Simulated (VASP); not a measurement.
# Sc (P2_1/m) in VASP: single point with PBE

Aim: the single point of Sc with PBE.

All numbers are computed with VASP 6.6.1; they aren't measurements. Logs are shortened: lines on timing, memory, paths and dates and some standing lists are left out, and cuts for length are marked.

## (1) The cell of the first run

It takes space group P2_1/m (No. 11, monoclinic). Conventional cell: a = 3.547 Å, b = 3.871 Å, c = 4.847 Å, α = 90.00°, β = 108.91°, γ = 90.00°. Sc (site symmetry m) has 10 Sc at 3.20 to 3.87 Å within 4.2 Å.

## (2) Single point, PBE (Ga replaced by Sc, lengths x 1.236, strained)

Contents of INCAR:

```
SYSTEM = Sc
PREC = Accurate ; ENCUT = 520
EDIFF = 1E-7 ; ISMEAR = 0
SIGMA = 0.1 ; LREAL = .False.
LASPH = .True. ; NELM = 100
ALGO = Fast ; ISIF = 2
LWAVE = .False. ; LCHARG = .False.
GGA = PE ; NBANDS = 18
```

Contents of KPOINTS:

```
Automatic mesh
0
Gamma
  14 12 10
  0 0 0
```

Contents of POSCAR:

```
Sc
1.0
    3.5461674268      0.0000000000     -0.0958859879
    0.0000000000      3.8713576802      0.0000000000
   -1.8523617832      0.0000000000      4.6368968488
Sc
2
Direct
    0.8606482702      0.2500000000      0.2223569484
    0.1393517298      0.7500000000      0.7776430516
```

Potentials or basis: VASP PAW PBE potentials, release 64 (Sc_sv).

On the command line:

```bash
$ cat potpaw_PBE.64/Sc_sv/POTCAR > POTCAR
$ mpirun -np 1 vasp_std > vasp.out
```

OUTCAR:

```text
SYSTEM = Sc
   PREC = Accurate
   ENCUT = 520
   EDIFF = 1E-7
   ISMEAR = 0
   LREAL = .False.
   LASPH = .True.
   NELM = 100
   ISIF = 2
   GGA = PE

 ion  position               nearest neighbor table
   1  0.861  0.250  0.222-   2 3.20   2 3.20   2 3.27   2 3.27   2 3.38   2 3.38
   2  0.139  0.750  0.778-   1 3.20   1 3.20   1 3.27   1 3.27   1 3.38   1 3.38

  LATTYP: Found a simple monoclinic cell.
 ALAT       =     3.5474635363
 B/A-ratio  =     1.0913030227
 C/A-ratio  =     1.3662221551
 COS(beta)  =    -0.3240288496

  Lattice vectors:

 A1 = (   3.5461674268,   0.0000000000,  -0.0958859879)
 A2 = (   0.0000000000,  -3.8713576802,   0.0000000000)
 A3 = (  -1.6938056436,   0.0000000000,  -4.5410108609)

Analysis of symmetry for initial positions (statically):
=====================================================================
 Subroutine PRICEL returns:
 Original cell was already a primitive cell.

 Routine SETGRP: Setting up the symmetry group for a
 simple monoclinic supercell.

 Subroutine GETGRP returns: Found  4 space group operations
 (whereof  2 operations were pure point group operations)
 out of a pool of  4 trial point group operations.

The static configuration has the point symmetry S_2 .
 The point group associated with its full space group is C_2h.

Analysis of symmetry for dynamics (positions and initial velocities):
=====================================================================
 Subroutine PRICEL returns:
 Original cell was already a primitive cell.

 Routine SETGRP: Setting up the symmetry group for a
 simple monoclinic supercell.

 Subroutine GETGRP returns: Found  4 space group operations
 (whereof  2 operations were pure point group operations)
 out of a pool of  4 trial point group operations.

The dynamic configuration has the point symmetry S_2 .
 The point group associated with its full space group is C_2h.

 Subroutine INISYM returns: Found  4 space group operations
 (whereof  2 operations are pure point group operations),
 and found     1 'primitive' translations

----------------------------------------------------------------------------------------

                                     Primitive cell

  volume of cell :      62.9699

  direct lattice vectors                    reciprocal lattice vectors
     3.546167427  0.000000000 -0.095885988     0.285073880  0.000000000  0.113882188
     0.000000000  3.871357680  0.000000000     0.000000000  0.258307313  0.000000000
    -1.852361783  0.000000000  4.636896849     0.005895018  0.000000000  0.218016432

  length of vectors
     3.547463536  3.871357680  4.993201034     0.306979266  0.258307313  0.218096116

  position of ions in fractional coordinates (direct lattice)
     0.860648270  0.250000000  0.222356948
     0.139351730  0.750000000  0.777643052

  ion indices of the primitive-cell ions
   primitive index   ion index
                 1           1
                 2           2

----------------------------------------------------------------------------------------

 KPOINTS: Automatic mesh

Automatic generation of k-mesh.
 Grid dimensions read from file:
 generate k-points for:   14   12   10

 Generating k-lattice:

  Cartesian coordinates                     Fractional coordinates (reciprocal lattice)
     0.020362420  0.000000000  0.008134442     0.071428571  0.000000000  0.000000000
     0.000000000  0.021525609  0.000000000     0.000000000  0.083333333  0.000000000
     0.000589502  0.000000000  0.021801643     0.000000000  0.000000000  0.100000000

  Length of vectors
     0.021927090  0.021525609  0.021809612

  Shift w.r.t. Gamma in fractional coordinates (k-lattice)
     0.000000000  0.000000000  0.000000000

 Subroutine IBZKPT returns following result:
 ===========================================

 Found    504 irreducible k-points:

 Following reciprocal coordinates:
            Coordinates               Weight
  0.000000  0.000000  0.000000      1.000000
  0.071429  0.000000 -0.000000      2.000000
  0.142857  0.000000 -0.000000      2.000000
  0.214286  0.000000  0.000000      2.000000
  0.285714  0.000000 -0.000000      2.000000
  0.357143  0.000000  0.000000      2.000000
[... 16 lines left out ...]
  0.428571  0.166667  0.000000      4.000000
  0.500000  0.166667  0.000000      2.000000
 [... further k-points ...]
   k-points           NKPTS =    504   k-points in BZ     NKDIM =    504   number of bands    NBANDS=     18
   number of dos      NEDOS =    301   number of ions     NIONS =      2
   total plane-waves  NPLWV =  33600
   dimension x,y,z NGX =    28 NGY =   30 NGZ =   40
   dimension x,y,z NGXF=    56 NGYF=   60 NGZF=   80
   ions per type =               2
   NGX,Y,Z   is equivalent  to a cutoff of  13.12, 12.88, 13.32 a.u.
   NGXF,Y,Z  is equivalent  to a cutoff of  26.24, 25.77, 26.64 a.u.
 SYSTEM =  Sc
   PREC   = accura    normal or accurate (medium, high low for compatibility)
   ISTART =      0    job   : 0-new  1-cont  2-samecut
   ICHARG =      2    charge: 1-file 2-atom 10-const
   ISPIN  =      1    spin polarized calculation?
   LNONCOLLINEAR =      F non collinear calculations
   LSORBIT =      F    spin-orbit coupling
   LASPH  =      T    aspherical Exc in radial PAW
   ENCUT  =  520.0 eV  38.22 Ry    6.18 a.u.   6.60  7.20  9.28*2*pi/ulx,y,z
   NELM   =    100;   NELMIN=  2; NELMDL= -5     # of ELM steps
   EDIFF  = 0.1E-06   stopping-criterion for ELM
   LREAL  =      F    real-space projection
   EDIFFG = 0.1E-05   stopping-criterion for IOM
   NSW    =      0    number of steps for IOM
   IBRION =     -1    ionic relax: 0-MD 1-quasi-New 2-CG
   NFREE  =      0    steps in history (QN), initial steepest desc. (CG)
   ISIF   =      2    stress and relaxation
   ISYM   =      2    0-nonsym 1-usesym 2-fastsym
   POTIM  = 0.5000    time-step for ionic-motion
   TEBEG  =    0.0;   TEEND  =   0.0 temperature during run
   PSTRESS=    0.0 pullay stress
   NELECT =      22.0000    total number of electrons
   NUPDOWN=      -1.0000    fix difference up-down
   EMIN   =  10.00;   EMAX   =-10.00  energy-range for DOS
   EFERMI =   0.00;   METHOD = LEGACY
   ISMEAR =     0;   SIGMA  =   0.10  broadening in eV -4-tet -1-fermi 0-gaus
   EFERMI_NEDOS =   21; number of points for ismear=-14 and -15
   IALGO  =     68    algorithm
   IMIX   =      4    mixing-type and parameters
     AMIX     =   0.40;   BMIX     =  1.00
     AMIX_MAG =   1.60;   BMIX_MAG =  1.00
  volume/ion in A,a.u.               =      31.48       212.47
  Fermi-wavevector in a.u.,A,eV,Ry     =   1.153023  2.178897 18.088428  1.329462
  Thomas-Fermi vector in A             =   2.289670
   LORBIT       =      0    0 simple, 1 ext, 2 COOP (PROOUT), +10 PAW based schemes
   GGA     = PE    functional components
   LHFCALC =     F    Hartree Fock is set to
   AEXX    =    0.0000 exact exchange contribution
   IVDW    =     0    specifies the selected vdW correction
   LEPSILON=     F    determine dielectric tensor
   LRPA    =     F    only Hartree local field effects (RPA)
 non-spin polarized calculation
 RMM-DIIS sequential band-by-band and
 Gauss-broadening in eV      SIGMA  =   0.10
  energy-cutoff  :      520.00
  volume of cell :       62.97
 maximum number of plane-waves:      1716
   NGX = 13   NGY = 15   NGZ = 19

 number of electron      21.9999998 magnetization

 Free energy of the ion-electron system (eV)
  ---------------------------------------------------
  ext. energy  EPLUGINS =         0.00000000
  ---------------------------------------------------
  free energy    TOTEN  =       -11.56476617 eV

  energy without entropy =      -11.53538148  energy(sigma->0) =      -11.55007383

 E-fermi :   2.3022     XC(G=0):  -8.9011

 val. band max:        2.3007308907   @ k =  -0.2143   0.4167   0.4000
 cond. band min:       2.3024133728   @ k =   0.2143   0.4167   0.5000
 fundamental gap:      0.0016824821
 Fermi energy:         2.3021919694

 k-point     1 :       0.0000    0.0000    0.0000
  band No.  band energies     occupation
      1     -47.6591      2.00000
      2     -47.6043      2.00000
      3     -26.3957      2.00000
      4     -26.2987      2.00000
      5     -26.1857      2.00000
      6     -26.1558      2.00000
[... 10 lines left out ...]
     17       4.5290      0.00000
     18       5.0017      0.00000

 k-point     2 :       0.0714    0.0000   -0.0000
  band No.  band energies     occupation
      1     -47.6582      2.00000
      2     -47.6046      2.00000
      3     -26.3938      2.00000
      4     -26.2966      2.00000
      5     -26.1932      2.00000
      6     -26.1555      2.00000
[... 10 lines left out ...]
     17       4.8182      0.00000
     18       4.9074      0.00000

 k-point     3 :       0.1429    0.0000   -0.0000
  band No.  band energies     occupation
      1     -47.6555      2.00000
      2     -47.6055      2.00000
      3     -26.3888      2.00000
      4     -26.2903      2.00000
      5     -26.2111      2.00000
      6     -26.1603      2.00000
[... 10 lines left out ...]
     17       4.7184      0.00000
     18       4.9518      0.00000

 k-point     4 :       0.2143    0.0000    0.0000
  band No.  band energies     occupation
      1     -47.6514      2.00000
      2     -47.6070      2.00000
      3     -26.3817      2.00000
      4     -26.2805      2.00000
      5     -26.2337      2.00000
      6     -26.1722      2.00000
[... 375 lines left out ...]
      4     -26.2978      2.00000
      5     -26.2400      2.00000
      6     -26.2130      2.00000
[... 10 lines left out ...]
     17       4.7644      0.00000
     18       4.8687      0.00000

 k-point    23 :       0.4286    0.1667    0.0000
  band No.  band energies     occupation
      1     -47.6346      2.00000
      2     -47.6156      2.00000
      3     -26.3550      2.00000
      4     -26.3105      2.00000
      5     -26.2396      2.00000
      6     -26.2206      2.00000
[... 10 lines left out ...]
     17       4.8864      0.00000
     18       5.1055      0.00000

 k-point    24 :       0.5000    0.1667    0.0000
  band No.  band energies     occupation
      1     -47.6329      2.00000
      2     -47.6167      2.00000
      3     -26.3528      2.00000
      4     -26.3159      2.00000
      5     -26.2391      2.00000
      6     -26.2238      2.00000
[... 10 lines left out ...]
     17       4.9841      0.00000
     18       5.3031      0.00000

 [... further k-points ...]

------------------------ aborting loop because EDIFF is reached ----------------------------------------

  FORCE on cell =-STRESS in cart. coord.  units (eV):
  Direction    XX          YY          ZZ          XY          YZ          ZX
  --------------------------------------------------------------------------------------
  -------------------------------------------------------------------------------------
  Total       -3.3436939     -2.9550022     -1.4134950      0.0000000      0.0000000      0.2806601
  in kB      -85.0753593    -75.1856724    -35.9642962      0.0000000      0.0000000      7.1409820
  external PRESSURE =     -65.4084426 kB  Pullay stress =       0.0000000 kB

 VOLUME and BASIS-vectors are now :
 -----------------------------------------------------------------------------
  energy-cutoff  :      520.00
  volume of cell :       62.97
      direct lattice vectors                 reciprocal lattice vectors
     3.546167427  0.000000000 -0.095885988     0.285073880  0.000000000  0.113882188
     0.000000000  3.871357680  0.000000000     0.000000000  0.258307313  0.000000000
    -1.852361783  0.000000000  4.636896849     0.005895018  0.000000000  0.218016432

 POSITION                                       TOTAL-FORCE (eV/Angst)
 -----------------------------------------------------------------------------------
      2.64012      0.96784      0.94852         0.197270      0.000000     -0.465675
     -0.94631      2.90352      3.59249        -0.197270     -0.000000      0.465675
 -----------------------------------------------------------------------------------
    total drift:                                0.000000     -0.000000     -0.000000

  FREE ENERGIE OF THE ION-ELECTRON SYSTEM (eV)
  ---------------------------------------------------
  free  energy   TOTEN  =       -11.5647661742 eV

  energy  without entropy=      -11.5353814822  energy(sigma->0) =      -11.55007383
```

Wall time 6.4 min (1 thread of Intel Xeon 6975P-C (Granite Rapids), shared host); peak memory 0.55 GiB.

Results:

| Item | Value |
| --- | --- |
| Free energy | -11.5648 eV |
| Pressure | -6.5 GPa |
| Largest force | 0.506 eV/Å |
| Band gap on the k mesh | zero (bands 11 and 12 overlap by 0.56 eV) |

Forces on the atoms (eV/Å):
```
Sc   0.197  0.000 -0.466
Sc  -0.197  0.000  0.466
```

Caveat: the cell differs from its parent crystal (Ga replaced by Sc, lengths x 1.236, strained); the cell stands under tension.
